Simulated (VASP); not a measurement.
# Mg2H3 (R-3c) in VASP: further runs

The runs below take Mg2H3 through single point, relaxation of cell and atoms, with PBE.

Everything below comes from runs of VASP 6.6.1. Logs are shortened: lines on timing, memory, paths and dates and some standing lists are left out, and cuts for length are marked.

**1. The cell of the first run**

It takes space group R-3c (No. 167, trigonal). Conventional cell: a = 5.380 Å, b = 5.380 Å, c = 12.521 Å, α = 90.00°, β = 90.00°, γ = 120.00°. Mg (site symmetry 3) has 6 H at 2.06 to 2.10 Å within 2.7 Å. Within 2.7 Å of H (site symmetry 2) lie 4 Mg at 2.06 to 2.10 Å and 4 H at 2.57 to 2.62 Å.

**2. Single point, PBE**

INCAR

```
SYSTEM = Mg2H3
PREC = Accurate
ENCUT = 520
EDIFF = 1E-7
ISMEAR = 0
SIGMA = 0.1
LREAL = .False.
LASPH = .True.
NELM = 80
ALGO = Normal
ISIF = 2
LWAVE = .False.
LCHARG = .True.
GGA = PE
LELF = .True.
LVHAR = .True.
NBANDS = 18
```

KPOINTS

```
Automatic mesh
0
Gamma
  12 12 12
  0 0 0
```

POSCAR

```
Mg2H3
1.0
    2.6898116330      1.5529634703      4.1738069928
   -2.6898116330      1.5529634703      4.1738069928
    0.0000000000     -3.1059269408      4.1738069927
Mg H
4 6
Direct
    0.8687964605      0.8687964605      0.8687964605
    0.6312035395      0.6312035395      0.6312035395
    0.1312035395      0.1312035395      0.1312035395
    0.3687964605      0.3687964605      0.3687964605
    0.0260009405      0.4739990595      0.7500000000
    0.7500000000      0.0260009405      0.4739990595
    0.4739990595      0.7500000000      0.0260009405
    0.9739990595      0.5260009405      0.2500000000
    0.2500000000      0.9739990595      0.5260009405
    0.5260009405      0.2500000000      0.9739990595
```

Potentials or basis: VASP PAW PBE potentials, release 64 (Mg, H).

The run is started by

```sh
> cat potpaw_PBE.64/Mg/POTCAR potpaw_PBE.64/H/POTCAR > POTCAR
> mpirun -np 1 vasp_std > vasp.out
```

OUTCAR:

```text
SYSTEM = Mg2H3
   PREC = Accurate
   ENCUT = 520
   EDIFF = 1E-7
   ISMEAR = 0
   LREAL = .False.
   LASPH = .True.
   NELM = 80
   ISIF = 2
   GGA = PE

 ion  position               nearest neighbor table
   1  0.869  0.869  0.869-   8 2.06   9 2.06  10 2.06   6 2.10   7 2.10   5 2.10   2 2.98   3 3.23
                             3 3.23   3 3.23   3 3.29   2 3.33   2 3.33   2 3.33
   2  0.631  0.631  0.631-   8 2.06  10 2.06   9 2.06   7 2.10   6 2.10   5 2.10   1 2.98   4 3.23
                             4 3.23   4 3.23   4 3.29   1 3.33   1 3.33   1 3.33
   3  0.131  0.131  0.131-   5 2.06   6 2.06   7 2.06   9 2.10  10 2.10   8 2.10   4 2.98   1 3.23
                             1 3.23   1 3.23   1 3.29   4 3.33   4 3.33   4 3.33
   4  0.369  0.369  0.369-   5 2.06   7 2.06   6 2.06  10 2.10   9 2.10   8 2.10   3 2.98   2 3.23
                             2 3.23   2 3.23   2 3.29   3 3.33   3 3.33   3 3.33
   5  0.026  0.474  0.750-   3 2.06   4 2.06   1 2.10   2 2.10
   6  0.750  0.026  0.474-   3 2.06   4 2.06   1 2.10   2 2.10
   7  0.474  0.750  0.026-   4 2.06   3 2.06   2 2.10   1 2.10
   8  0.974  0.526  0.250-   1 2.06   2 2.06   3 2.10   4 2.10
   9  0.250  0.974  0.526-   1 2.06   2 2.06   3 2.10   4 2.10
  10  0.526  0.250  0.974-   2 2.06   1 2.06   4 2.10   3 2.10

  LATTYP: Found a trigonal (rhomboedric) cell.
 ALAT       =     5.2026384628
 COS(alpha) =     0.4654031000

  Lattice vectors:

 A1 = (   2.6898116330,   1.5529634703,   4.1738069928)
 A2 = (  -2.6898116330,   1.5529634703,   4.1738069928)
 A3 = (   0.0000000000,  -3.1059269408,   4.1738069927)

Analysis of symmetry for initial positions (statically):
=====================================================================
 Subroutine PRICEL returns:
 Original cell was already a primitive cell.

 Routine SETGRP: Setting up the symmetry group for a
 trigonal (rhombohedral) supercell.

 Subroutine GETGRP returns: Found 12 space group operations
 (whereof  6 operations were pure point group operations)
 out of a pool of 12 trial point group operations.

The static configuration has the point symmetry S_6 .
 The point group associated with its full space group is D_3d.

Analysis of symmetry for dynamics (positions and initial velocities):
=====================================================================
 Subroutine PRICEL returns:
 Original cell was already a primitive cell.

 Routine SETGRP: Setting up the symmetry group for a
 trigonal (rhombohedral) supercell.

 Subroutine GETGRP returns: Found 12 space group operations
 (whereof  6 operations were pure point group operations)
 out of a pool of 12 trial point group operations.

[... 123 lines left out ...]
   ISIF   =      2    stress and relaxation
   ISYM   =      2    0-nonsym 1-usesym 2-fastsym
   POTIM  = 0.5000    time-step for ionic-motion
   TEBEG  =    0.0;   TEEND  =   0.0 temperature during run
   PSTRESS=    0.0 pullay stress
   NELECT =      14.0000    total number of electrons
   NUPDOWN=      -1.0000    fix difference up-down
   EMIN   =  10.00;   EMAX   =-10.00  energy-range for DOS
   EFERMI =   0.00;   METHOD = LEGACY
   ISMEAR =     0;   SIGMA  =   0.10  broadening in eV -4-tet -1-fermi 0-gaus
   EFERMI_NEDOS =   21; number of points for ismear=-14 and -15
   IALGO  =     38    algorithm
   IMIX   =      4    mixing-type and parameters
     AMIX     =   0.40;   BMIX     =  1.00
     AMIX_MAG =   1.60;   BMIX_MAG =  1.00
  volume/ion in A,a.u.               =      10.46        70.59
  Fermi-wavevector in a.u.,A,eV,Ry     =   0.837392  1.582441  9.540741  0.701225
  Thomas-Fermi vector in A             =   1.951274
   LORBIT       =      0    0 simple, 1 ext, 2 COOP (PROOUT), +10 PAW based schemes
   GGA     = PE    functional components
   LHFCALC =     F    Hartree Fock is set to
   AEXX    =    0.0000 exact exchange contribution
   IVDW    =     0    specifies the selected vdW correction
   LEPSILON=     F    determine dielectric tensor
   LRPA    =     F    only Hartree local field effects (RPA)
 non-spin polarized calculation
 Gauss-broadening in eV      SIGMA  =   0.10
  energy-cutoff  :      520.00
  volume of cell :      104.61
 maximum number of plane-waves:      2837
   NGX = 19   NGY = 19   NGZ = 19

 number of electron      14.0000001 magnetization

 Free energy of the ion-electron system (eV)
  ---------------------------------------------------
  ext. energy  EPLUGINS =         0.00000000
  ---------------------------------------------------
  free energy    TOTEN  =       -25.73161880 eV

  energy without entropy =      -25.71766587  energy(sigma->0) =      -25.72464234

 E-fermi :   3.4757     XC(G=0):  -8.9108

 val. band max:        3.4661733009   @ k =  -0.4167   0.2500   0.0000
 cond. band min:       3.4789056001   @ k =  -0.3333   0.5000   0.2500
 fundamental gap:      0.0127322992
 Fermi energy:         3.4756560674

 k-point     1 :       0.0000    0.0000    0.0000
  band No.  band energies     occupation
      1      -6.6692      2.00000
      2      -1.6545      2.00000
      3      -1.6545      2.00000
      4      -1.3353      2.00000
      5      -0.7926      2.00000
      6      -0.7926      2.00000
[... 481 lines left out ...]
      5      -1.2235      2.00000
      6      -0.4381      2.00000
[... 10 lines left out ...]
     17      10.8553      0.00000
     18      11.2009      0.00000

 [... further k-points ...]
[... 5 lines left out ...]
  --------------------------------------------------------------------------------------
  -------------------------------------------------------------------------------------
  Total       -0.1863116     -0.1863116     -0.1917531      0.0000000     -0.0000000     -0.0000000
  in kB       -2.8535389     -2.8535389     -2.9368798      0.0000000     -0.0000000     -0.0000000
  external PRESSURE =      -2.8813192 kB  Pullay stress =       0.0000000 kB

 VOLUME and BASIS-vectors are now :
 -----------------------------------------------------------------------------
  energy-cutoff  :      520.00
  volume of cell :      104.61
      direct lattice vectors                 reciprocal lattice vectors
     2.689811633  1.552963470  4.173806993     0.185886623  0.107321692  0.079863140
    -2.689811633  1.552963470  4.173806993    -0.185886623  0.107321692  0.079863140
     0.000000000 -3.105926941  4.173806993     0.000000000 -0.214643383  0.079863140

 POSITION                                       TOTAL-FORCE (eV/Angst)
 -----------------------------------------------------------------------------------
      0.00000     -0.00000     10.87857         0.000000      0.000000     -0.004987
      0.00000     -0.00000      7.90357         0.000000     -0.000000      0.004987
      0.00000     -0.00000      1.64285         0.000000     -0.000000      0.004987
      0.00000     -0.00000      4.61786         0.000000      0.000000     -0.004987
     -1.20503     -1.55296      5.21726         0.000392     -0.000000     -0.000000
      1.94742     -0.26711      5.21726        -0.000196      0.000339      0.000000
     -0.74239      1.82007      5.21726        -0.000196     -0.000339     -0.000000
      1.20503      1.55296      7.30416        -0.000392     -0.000000      0.000000
     -1.94742      0.26711      7.30416         0.000196     -0.000339     -0.000000
      0.74239     -1.82007      7.30416         0.000196      0.000339      0.000000
 -----------------------------------------------------------------------------------
    total drift:                                0.000000     -0.000000     -0.000000

  FREE ENERGIE OF THE ION-ELECTRON SYSTEM (eV)
  ---------------------------------------------------
  free  energy   TOTEN  =       -25.7316188032 eV

  energy  without entropy=      -25.7176658720  energy(sigma->0) =      -25.72464234
```

OSZICAR:

```text
N       E                     dE             d eps       ncg     rms          rms(c)
DAV:   1     0.466024364825E+01    0.46602E+01   -0.46170E+03  6804   0.600E+02
DAV:   2    -0.256889287570E+02   -0.30349E+02   -0.28241E+02  8862   0.892E+01
DAV:   3    -0.275407985920E+02   -0.18519E+01   -0.18357E+01  8574   0.202E+01
DAV:   4    -0.275510917394E+02   -0.10293E-01   -0.10287E-01  8408   0.166E+00
DAV:   5    -0.275512014984E+02   -0.10976E-03   -0.10976E-03  8398   0.183E-01    0.700E+00
DAV:   6    -0.261766666585E+02    0.13745E+01   -0.77420E-01  8180   0.370E+00    0.347E+00
DAV:   7    -0.257272277321E+02    0.44944E+00   -0.10223E+00  8218   0.439E+00    0.609E-01
DAV:   8    -0.257345746060E+02   -0.73469E-02   -0.44938E-02  7306   0.981E-01    0.257E-01
DAV:   9    -0.257315753943E+02    0.29992E-02   -0.41712E-03  8230   0.288E-01    0.415E-02
DAV:  10    -0.257316317716E+02   -0.56377E-04   -0.43227E-04  7960   0.101E-01    0.316E-02
DAV:  11    -0.257316183624E+02    0.13409E-04   -0.35868E-05  7940   0.244E-02    0.379E-03
DAV:  12    -0.257316187050E+02   -0.34259E-06   -0.21836E-06  8046   0.770E-03    0.716E-04
DAV:  13    -0.257316188032E+02   -0.98227E-07   -0.82267E-08  5410   0.134E-03
   1 F= -.25731619E+02 E0= -.25724642E+02  d E =-.139529E-01
```

It took 4.8 min on 1 thread of Intel Xeon Platinum 8259CL at 2.50GHz (Skylake/Cascade Lake), shared host; peak memory 0.45 GiB.

What came out:

| Item | Value |
| --- | --- |
| Free energy | -25.7316 eV |
| Pressure | -0.3 GPa |
| Largest force | 0.005 eV/Å |
| Band gap on the k mesh | zero (band 7 reaches 3.87 eV, above the bottom of band 8 at 2.78 eV) |

Forces in eV/Å, atoms in the order of the input:
```
Mg   0.000  0.000 -0.005
Mg   0.000  0.000  0.005
Mg   0.000  0.000  0.005
Mg   0.000  0.000 -0.005
H    0.000  0.000  0.000
H    0.000  0.000  0.000
H    0.000  0.000  0.000
H    0.000  0.000  0.000
H    0.000  0.000  0.000
H    0.000  0.000  0.000
```

**3. Relaxation of cell and atoms, PBE**

INCAR

```
  PREC = Accurate
  ENCUT = 600
  EDIFF = 1E-6
  ISMEAR = 0
  SIGMA = 0.1
  LREAL = F
  LASPH = T
  NELM = 100
  ALGO = Normal
  ISIF = 3
  LWAVE = F
  LCHARG = F
  GGA = PE
  IBRION = 2
  NSW = 100
  EDIFFG = -0.01
```

KPOINTS

```
Automatic mesh
0
Gamma
  12 12 12
```

POSCAR is that of step 2.

Potentials or basis: VASP PAW PBE potentials, release 64 (Mg, H).

The run is started by

```sh
> cat potpaw_PBE.64/Mg/POTCAR potpaw_PBE.64/H/POTCAR > POTCAR
> mpirun -np 1 vasp_std > vasp.out
```

Wall time 11 min (1 thread of Intel Xeon 8259CL, shared host); peak memory 0.48 GiB.

Results (log left out):

* Free energy: -25.7346 eV
* Relaxed volume: 10.44 Å³/atom
* Relaxed cell: a = 5.199 Å, b = 5.199 Å, c = 5.199 Å, α = 62.26°, β = 62.26°, γ = 62.26°
* Space group after relaxing (to 0.05 Å): R-3c (No. 167)
* Energy gained by relaxing: 0.0 meV/atom
* Ionic steps: 2
* Pressure after relaxing: -0.1 GPa
* Band gap on the k mesh: zero (band 7 reaches 3.88 eV, above the bottom of band 8 at 2.79 eV)

The path:
| step | energy change (eV) | largest force (eV/Å) | pressure (GPa) | volume (Å³) |
| --- | --- | --- | --- | --- |
| 1 | 0.0000 | 0.0051 | -0.22 | 104.61 |
| 2 | -0.0002 | 0.0012 | -0.12 | 104.40 |

Final structure:
```cif
data_structure
_symmetry_space_group_name_H-M 'P 1'
_symmetry_Int_Tables_number 1
_cell_length_a 5.1991
_cell_length_b 5.1991
_cell_length_c 5.1991
_cell_angle_alpha 62.265
_cell_angle_beta 62.265
_cell_angle_gamma 62.265
_cell_volume 104.40
loop_
_atom_site_label
_atom_site_type_symbol
_atom_site_fract_x
_atom_site_fract_y
_atom_site_fract_z
_atom_site_occupancy
Mg1 Mg 0.86878 0.86878 0.86878 1
Mg2 Mg 0.63122 0.63122 0.63122 1
Mg3 Mg 0.13122 0.13122 0.13122 1
Mg4 Mg 0.36878 0.36878 0.36878 1
H1 H 0.02600 0.47400 0.75000 1
H2 H 0.75000 0.02600 0.47400 1
H3 H 0.47400 0.75000 0.02600 1
H4 H 0.97400 0.52600 0.25000 1
H5 H 0.25000 0.97400 0.52600 1
H6 H 0.52600 0.25000 0.97400 1
```

Levels at points of the mesh, in eV from the Fermi level:
| k point | band 3 | band 4 | band 5 | band 6 | band 7 | band 8 | band 9 | band 10 | band 11 | band 12 |
| --- | --- | --- | --- | --- | --- | --- | --- | --- | --- | --- |
| (0.00, 0.00, 0.00) | -5.14 | -4.82 | -4.27 | -4.27 | 0.39 | 0.67 | 0.86 | 0.93 | 0.93 | 1.42 |
| (0.50, 0.00, 0.00) | -5.10 | -5.10 | -4.36 | -4.36 | -0.52 | -0.52 | 1.65 | 1.65 | 3.25 | 3.25 |
| (0.50, 0.50, 0.00) | -6.34 | -6.27 | -5.15 | -4.43 | -0.02 | 1.64 | 2.23 | 3.11 | 3.27 | 4.51 |
| (0.50, 0.50, 0.50) | -4.97 | -4.97 | -4.97 | -4.97 | -0.69 | -0.69 | 2.60 | 2.60 | 2.60 | 2.60 |
